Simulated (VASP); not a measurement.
# SiNiGe4: relaxation of cell and atoms with PBE

The system is SiNiGe4.

```
Si Ni Ge
1.0
     0.00000    3.81365    3.81365
     3.81365    0.00000    3.81365
     3.81365    3.81365    0.00000
Si Ni Ge
1 1 4
Direct
  0.00000 0.00000 0.00000
  0.75000 0.75000 0.75000
  0.37517 0.37517 0.87448
  0.87448 0.37517 0.37517
  0.37517 0.37517 0.37517
  0.37517 0.87448 0.37517
```

The cell was built from a structure type or drawn by symmetry, and may not be a known phase.

```
Program                : VASP 6.6.1
Task                   : relaxation of cell and atoms
Functional             : PBE
Potentials or basis    : VASP PAW PBE potentials, release 64 (Si, Ni, Ge_d)
Cutoff                 : 600 eV
k mesh                 : 8 × 8 × 8
Occupations            : gaussian, width 0.1 eV
Spin                   : no spin polarisation
Dipole correction      : no
Further INCAR settings : ALGO = Normal; EDIFF = 1e-07; IBRION = 2; EDIFFG = -0.01; NSW = 100; ISIF = 3
```

The relaxed volume is 18.50 Å³/atom and the relaxed cell is a = 5.394 Å, b = 5.394 Å, c = 5.394 Å, α = 60.00°, β = 60.00°, γ = 60.00°. The space group after relaxing (to 0.1 Å) is F-43m (No. 216). The energy gained by relaxing is 0.0 meV/atom and the ionic steps are 2. The pressure after relaxing is 0.0 GPa and the band gap on the k mesh is zero (bands 35 and 36 overlap by 1.10 eV).

Final structure:
```
Si Ni Ge
1.0
     0.00000    3.81410    3.81410
     3.81410    0.00000    3.81410
     3.81410    3.81410    0.00000
Si Ni Ge
1 1 4
Direct
  0.00000 0.00000 0.00000
  0.75000 0.75000 0.75000
  0.37511 0.37511 0.87468
  0.87468 0.37511 0.37511
  0.37511 0.37511 0.37511
  0.37511 0.87468 0.37511
```

Levels at points of the mesh, in eV from the Fermi level:
```tsv
k point	band 31	band 32	band 33	band 34	band 35	band 36	band 37	band 38	band 39	band 40
(0.00, 0.00, 0.00)	-2.37	-0.66	-0.66	-0.66	0.00	0.00	0.00	0.08	0.08	0.86
(0.50, 0.00, 0.00)	-0.88	-0.78	-0.78	-0.38	0.44	0.44	0.57	0.88	0.88	2.98
(0.50, 0.50, 0.00)	-1.05	-0.77	-0.30	-0.30	0.75	0.78	0.90	0.90	1.93	2.00
```

It took 3.9 min on 1 thread of Intel(R) Xeon(R) 6975P-C (Granite Rapids), on a shared host, peak memory 0.42 GiB.

Spin polarisation is off, so any magnetic state and its effect on volume and gap are missing.
